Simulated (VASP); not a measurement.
The system is Si3C.

```
Si C
1.0
     4.86067    0.00000    0.00000
    -2.43034    4.20947    0.00000
     0.00000    0.00000    2.50074
Si C
3 1
Direct
  0.50000 0.00000 0.50000
  0.00000 0.50000 0.50000
  0.50000 0.50000 0.50000
  0.00000 0.00000 0.50000
```

* Program: VASP 6.6.1
* Task: relaxation of cell and atoms
* Functional: PBE
* Potentials or basis: VASP PAW PBE potentials, release 64 (Si, C)
* Cutoff: 600 eV
* k mesh: 6 × 6 × 6
* Occupations: gaussian, width 0.1 eV
* Spin: no spin polarisation

At the start: pressure 0.6 GPa; volume 12.79 Å³/atom.

**Question.** Where does the relaxation end?

**Answer.** Over 6 steps the energy falls by 24.2 meV/atom and the volume is 12.78 Å³/atom (-0.1 %); space group P6/mmm (No. 191, to 0.05 Å).

The path:
```tsv
step	energy change (eV)	largest force (eV/Å)	pressure (GPa)	volume (Å³)
1	0.0000	0.0000	0.61	51.17
2	-0.0791	0.0000	-0.93	51.44
3	-0.0961	0.0000	-0.41	51.37
4	-0.0963	0.0000	-0.47	51.38
5	-0.0963	0.0000	-0.50	51.38
6	-0.0967	0.0000	0.04	51.11
```

Final structure:
```yaml
crystal:
  lattice:
    - [4.94693, 0.00000, 0.00000]
    - [-2.47347, 4.28417, 0.00000]
    - [0.00000, 0.00000, 2.41137]
  atoms:
    - { symbol: Si, position: [0.50000, 0.00000, 0.50000] }
    - { symbol: Si, position: [0.00000, 0.50000, 0.50000] }
    - { symbol: Si, position: [0.50000, 0.50000, 0.50000] }
    - { symbol: C, position: [0.00000, 0.00000, 0.50000] }
```

Caveat: the k points lie up to 0.43 Å⁻¹ apart in the final cell.
